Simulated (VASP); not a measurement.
Crystal: MgO.

```
Mg O
1.0
     3.48408    0.00000    0.00000
    -1.74204    3.01730    0.00000
     0.00000    0.00000    4.18532
Mg O
2 2
Cartesian
  1.7420 1.0058 3.1390
  0.0000 2.0115 1.0463
  1.7420 1.0058 1.0463
  0.0000 2.0115 3.1390
```

Base run:

```yaml
Program: VASP 6.6.1
Functional: r2SCAN
Potentials_or_basis: VASP PAW PBE potentials, release 64 (Mg, O)
Cutoff: 520 eV
k_mesh: 9 × 9 × 6
Occupations: gaussian, width 0.01 eV
Spin: no spin polarisation
```

Its results: band gap on the k mesh 4.08 eV; electronic dielectric tensor (diagonal) 2.77.

Q: The run is repeated on the same cell with these changes: functional from r2SCAN to PBE. What comes out?

A: Band gap on the k mesh 3.43 eV; electronic dielectric tensor (diagonal) 2.95, 2.95, 2.96.

